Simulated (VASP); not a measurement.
# HfN (Fm-3m) in VASP: further runs

Aim: see how the results for HfN move with the level of theory and the settings. Levels: LDA, PBE, revPBE+D3(BJ). Tasks: single point, relaxation of cell and atoms.

Program: VASP 6.6.1. These are calculated values, not measurements. Logs are shortened: lines on timing, memory, paths and dates and some standing lists are left out, and cuts for length are marked.

**1. The cell of the first run**

Symmetry: Fm-3m, No. 225, cubic system. The conventional cell has a = 4.468 Å, b = 4.468 Å, c = 4.468 Å, α = 90.00°, β = 90.00°, γ = 90.00°. Hf (site symmetry m-3m) has 6 N at 2.23 Å within 3.0 Å. N (site symmetry m-3m) has 6 Hf at 2.23 Å within 3.0 Å.

**2. Single point, LDA**

Input file INCAR:

```
  PREC = Accurate
  ENCUT = 520
  EDIFF = 1E-6
  ISMEAR = 1
  SIGMA = 0.1
  LREAL = False
  LASPH = True
  NELM = 60
  ALGO = Normal
  ISIF = 2
  LWAVE = False
  LCHARG = False
  NBANDS = 14
```

Input file KPOINTS:

```
Automatic mesh
0
Gamma
  10 10 10
```

Input file POSCAR:

```
HfN
1.0
    0.0000000000      2.2339847801      2.2339847801
    2.2339847801      0.0000000000      2.2339847801
    2.2339847801      2.2339847801      0.0000000000
Hf N
1 1
Direct
    0.0000000000      0.0000000000      0.0000000000
    0.5000000000      0.5000000000      0.5000000000
```

Potentials or basis: VASP PAW LDA potentials, release 64 (Hf_pv, N).

The run is started by

```sh
$ cat potpaw_LDA.64/Hf_pv/POTCAR potpaw_LDA.64/N/POTCAR > POTCAR
$ mpirun -np 1 vasp_std > vasp.out
```

OUTCAR:

```text
PREC = Accurate
   ENCUT = 520
   EDIFF = 1E-6
   ISMEAR = 1
   LREAL = False
   LASPH = True
   NELM = 60
   ISIF = 2

 ion  position               nearest neighbor table
   1  0.000  0.000  0.000-   2 2.23   2 2.23   2 2.23   2 2.23   2 2.23   2 2.23
   2  0.500  0.500  0.500-   1 2.23   1 2.23   1 2.23   1 2.23   1 2.23   1 2.23

  LATTYP: Found a face centered cubic cell.
 ALAT       =     4.4679695602

  Lattice vectors:

 A1 = (   0.0000000000,   2.2339847801,   2.2339847801)
 A2 = (   2.2339847801,   0.0000000000,   2.2339847801)
 A3 = (   2.2339847801,   2.2339847801,   0.0000000000)

Analysis of symmetry for initial positions (statically):
=====================================================================
 Subroutine PRICEL returns:
 Original cell was already a primitive cell.

 Routine SETGRP: Setting up the symmetry group for a
 face centered cubic supercell.

 Subroutine GETGRP returns: Found 48 space group operations
 (whereof 48 operations were pure point group operations)
 out of a pool of 48 trial point group operations.

The static configuration has the point symmetry O_h .

Analysis of symmetry for dynamics (positions and initial velocities):
=====================================================================
 Subroutine PRICEL returns:
 Original cell was already a primitive cell.

 Routine SETGRP: Setting up the symmetry group for a
 face centered cubic supercell.

 Subroutine GETGRP returns: Found 48 space group operations
 (whereof 48 operations were pure point group operations)
 out of a pool of 48 trial point group operations.

The dynamic configuration has the point symmetry O_h .

 Subroutine INISYM returns: Found 48 space group operations
 (whereof 48 operations are pure point group operations),
 and found     1 'primitive' translations

----------------------------------------------------------------------------------------

                                     Primitive cell

  volume of cell :      22.2982

  direct lattice vectors                    reciprocal lattice vectors
     0.000000000  2.233984780  2.233984780    -0.223815312  0.223815312  0.223815312
     2.233984780  0.000000000  2.233984780     0.223815312 -0.223815312  0.223815312
     2.233984780  2.233984780  0.000000000     0.223815312  0.223815312 -0.223815312

  length of vectors
     3.159331574  3.159331574  3.159331574     0.387659491  0.387659491  0.387659491

  position of ions in fractional coordinates (direct lattice)
     0.000000000  0.000000000  0.000000000
     0.500000000  0.500000000  0.500000000

  ion indices of the primitive-cell ions
   primitive index   ion index
                 1           1
                 2           2

----------------------------------------------------------------------------------------

 KPOINTS: Automatic mesh

Automatic generation of k-mesh.
 Grid dimensions read from file:
 generate k-points for:   10   10   10

 Generating k-lattice:

  Cartesian coordinates                     Fractional coordinates (reciprocal lattice)
    -0.022381531  0.022381531  0.022381531     0.100000000  0.000000000  0.000000000
     0.022381531 -0.022381531  0.022381531     0.000000000  0.100000000  0.000000000
     0.022381531  0.022381531 -0.022381531     0.000000000  0.000000000  0.100000000

  Length of vectors
     0.038765949  0.038765949  0.038765949

  Shift w.r.t. Gamma in fractional coordinates (k-lattice)
     0.000000000  0.000000000  0.000000000

 Subroutine IBZKPT returns following result:
 ===========================================

 Found     47 irreducible k-points:

 Following reciprocal coordinates:
            Coordinates               Weight
  0.000000  0.000000  0.000000      1.000000
  0.100000  0.000000  0.000000      8.000000
  0.200000  0.000000  0.000000      8.000000
  0.300000  0.000000  0.000000      8.000000
  0.400000  0.000000  0.000000      8.000000
  0.500000  0.000000  0.000000      4.000000
[... 16 lines left out ...]
  0.300000  0.300000  0.000000      6.000000
  0.400000  0.300000  0.000000     24.000000
 [... further k-points ...]
   k-points           NKPTS =     47   k-points in BZ     NKDIM =     47   number of bands    NBANDS=     14
   number of dos      NEDOS =    301   number of ions     NIONS =      2
   total plane-waves  NPLWV =  13824
   dimension x,y,z NGX =    24 NGY =   24 NGZ =   24
   dimension x,y,z NGXF=    48 NGYF=   48 NGZF=   48
   ions per type =               1   1
   NGX,Y,Z   is equivalent  to a cutoff of  12.63, 12.63, 12.63 a.u.
   NGXF,Y,Z  is equivalent  to a cutoff of  25.26, 25.26, 25.26 a.u.
 SYSTEM =  unknown system
   PREC   = accura    normal or accurate (medium, high low for compatibility)
   ISTART =      0    job   : 0-new  1-cont  2-samecut
   ICHARG =      2    charge: 1-file 2-atom 10-const
   ISPIN  =      1    spin polarized calculation?
   LNONCOLLINEAR =      F non collinear calculations
   LSORBIT =      F    spin-orbit coupling
   LASPH  =      T    aspherical Exc in radial PAW
   ENCUT  =  520.0 eV  38.22 Ry    6.18 a.u.   5.87  5.87  5.87*2*pi/ulx,y,z
   NELM   =     60;   NELMIN=  2; NELMDL= -5     # of ELM steps
   EDIFF  = 0.1E-05   stopping-criterion for ELM
   LREAL  =      F    real-space projection
   EDIFFG = 0.1E-04   stopping-criterion for IOM
   NSW    =      0    number of steps for IOM
   IBRION =     -1    ionic relax: 0-MD 1-quasi-New 2-CG
   NFREE  =      0    steps in history (QN), initial steepest desc. (CG)
   ISIF   =      2    stress and relaxation
   ISYM   =      2    0-nonsym 1-usesym 2-fastsym
   POTIM  = 0.5000    time-step for ionic-motion
   TEBEG  =    0.0;   TEEND  =   0.0 temperature during run
   PSTRESS=    0.0 pullay stress
   NELECT =      15.0000    total number of electrons
   NUPDOWN=      -1.0000    fix difference up-down
   EMIN   =  10.00;   EMAX   =-10.00  energy-range for DOS
   EFERMI =   0.00;   METHOD = LEGACY
   ISMEAR =     1;   SIGMA  =   0.10  broadening in eV -4-tet -1-fermi 0-gaus
   EFERMI_NEDOS =   21; number of points for ismear=-14 and -15
   IALGO  =     38    algorithm
   IMIX   =      4    mixing-type and parameters
     AMIX     =   0.40;   BMIX     =  1.00
     AMIX_MAG =   1.60;   BMIX_MAG =  1.00
  volume/ion in A,a.u.               =      11.15        75.24
  Fermi-wavevector in a.u.,A,eV,Ry     =   1.434438  2.710694 27.995507  2.057612
  Thomas-Fermi vector in A             =   2.553846
   LORBIT       =      0    0 simple, 1 ext, 2 COOP (PROOUT), +10 PAW based schemes
   GGA     = CA    functional components
   LHFCALC =     F    Hartree Fock is set to
   AEXX    =    0.0000 exact exchange contribution
   IVDW    =     0    specifies the selected vdW correction
   LEPSILON=     F    determine dielectric tensor
   LRPA    =     F    only Hartree local field effects (RPA)
 non-spin polarized calculation
 Methfessel and Paxton  Order N= 1 SIGMA  =   0.10
  energy-cutoff  :      520.00
  volume of cell :       22.30
 maximum number of plane-waves:       620
   NGX = 11   NGY = 11   NGZ = 11

 number of electron      14.9999999 magnetization

 Free energy of the ion-electron system (eV)
  ---------------------------------------------------
  ext. energy  EPLUGINS =         0.00000000
  ---------------------------------------------------
  free energy    TOTEN  =       -23.86263182 eV

  energy without entropy =      -23.86172740  energy(sigma->0) =      -23.86233035

 E-fermi :   8.5277     XC(G=0): -13.1524

 val. band max:        8.4990222067   @ k =  -0.4000   0.3000   0.0000
 cond. band min:       8.5415655746   @ k =  -0.1000   0.1000   0.0000
 fundamental gap:      0.0425433679
 Fermi energy:         8.5277069410

 k-point     1 :       0.0000    0.0000    0.0000
  band No.  band energies     occupation
      1     -22.2968      2.00000
      2     -22.2968      2.00000
      3     -22.2968      2.00000
      4      -8.9343      2.00000
      5       5.5050      2.00000
      6       5.5050      2.00000
      7       5.5050      2.00000
      8       8.0930      2.00000
      9       8.0930      2.00000
     10       8.0930      2.00000
     11      10.4942     -0.00000
     12      10.4942     -0.00000
     13      10.8160      0.00000
     14      18.2308      0.00000

 k-point     2 :       0.1000    0.0000    0.0000
  band No.  band energies     occupation
      1     -22.4144      2.00000
      2     -22.3062      2.00000
      3     -22.3062      2.00000
      4      -8.6829      2.00000
      5       4.5731      2.00000
      6       4.9222      2.00000
      7       4.9222      2.00000
      8       8.3554      2.03512
      9       8.4345      2.03325
     10       8.4345      2.03325
     11      11.2792      0.00000
     12      11.2792      0.00000
     13      11.4868      0.00000
     14      19.0254      0.00000

 k-point     3 :       0.2000    0.0000    0.0000
  band No.  band energies     occupation
      1     -22.7089      2.00000
      2     -22.3310      2.00000
      3     -22.3310      2.00000
      4      -8.0098      2.00000
      5       2.8722      2.00000
      6       3.8735      2.00000
      7       3.8735      2.00000
      8       8.7903     -0.00130
      9       9.2829     -0.00000
     10       9.2829     -0.00000
     11      12.9006      0.00000
     12      13.0339      0.00000
     13      13.0339      0.00000
     14      20.0113      0.00000
[... 324 lines left out ...]
 k-point    23 :       0.3000    0.3000    0.0000
  band No.  band energies     occupation
      1     -22.9520      2.00000
      2     -22.5312      2.00000
      3     -22.5312      2.00000
      4      -7.5516      2.00000
      5       1.6337      2.00000
      6       4.6600      2.00000
      7       4.6600      2.00000
      8       5.4517      2.00000
      9      11.8368      0.00000
     10      12.6567      0.00000
     11      12.7461      0.00000
     12      12.7461      0.00000
     13      17.8652      0.00000
     14      20.0043      0.00000

 k-point    24 :       0.4000    0.3000    0.0000
  band No.  band energies     occupation
      1     -23.0767      2.00000
      2     -22.6016      2.00000
      3     -22.5678      2.00000
      4      -7.4495      2.00000
      5       1.8923      2.00000
      6       3.8652      2.00000
      7       4.3882      2.00000
      8       5.9527      2.00000
      9      12.7197      0.00000
     10      13.3079      0.00000
     11      13.4353      0.00000
     12      13.6923      0.00000
     13      18.0327      0.00000
     14      19.9386      0.00000

 [... further k-points ...]
[... 5 lines left out ...]
  --------------------------------------------------------------------------------------
  -------------------------------------------------------------------------------------
  Total       -0.1656544     -0.1656544     -0.1656544      0.0000000      0.0000000      0.0000000
  in kB      -11.9026308    -11.9026308    -11.9026308      0.0000000      0.0000000      0.0000000
  external PRESSURE =     -11.9026308 kB  Pullay stress =       0.0000000 kB

 VOLUME and BASIS-vectors are now :
 -----------------------------------------------------------------------------
  energy-cutoff  :      520.00
  volume of cell :       22.30
      direct lattice vectors                 reciprocal lattice vectors
     0.000000000  2.233984780  2.233984780    -0.223815312  0.223815312  0.223815312
     2.233984780  0.000000000  2.233984780     0.223815312 -0.223815312  0.223815312
     2.233984780  2.233984780  0.000000000     0.223815312  0.223815312 -0.223815312

 POSITION                                       TOTAL-FORCE (eV/Angst)
 -----------------------------------------------------------------------------------
      0.00000      0.00000      0.00000         0.000000      0.000000      0.000000
      2.23398      2.23398      2.23398        -0.000000     -0.000000     -0.000000
 -----------------------------------------------------------------------------------
    total drift:                                0.000000     -0.000000     -0.000000

  FREE ENERGIE OF THE ION-ELECTRON SYSTEM (eV)
  ---------------------------------------------------
  free  energy   TOTEN  =       -23.8626318211 eV

  energy  without entropy=      -23.8617274033  energy(sigma->0) =      -23.86233035
```

Wall time 13 s (1 thread of AMD EPYC 9R45 (Zen 5), shared host); peak memory 0.1 GiB.

Results:

* Free energy: -23.8626 eV
* Pressure: -1.2 GPa

Levels at points of the mesh, in eV from the Fermi level:
| k point | band 5 | band 6 | band 7 | band 8 | band 9 | band 10 | band 11 | band 12 |
| --- | --- | --- | --- | --- | --- | --- | --- | --- |
| (0.00, 0.00, 0.00) | -3.02 | -3.02 | -3.02 | -0.43 | -0.43 | -0.43 | 1.97 | 1.97 |
| (0.50, 0.00, 0.00) | -9.06 | -6.35 | -6.35 | 3.40 | 3.81 | 3.81 | 4.71 | 9.20 |
| (0.50, 0.50, 0.00) | -5.31 | -4.00 | -3.65 | -3.65 | 4.20 | 5.73 | 5.73 | 6.05 |

Caveat: spin-orbit coupling is left out, which moves the levels of the heavy elements.

[end of part 1 of 2]
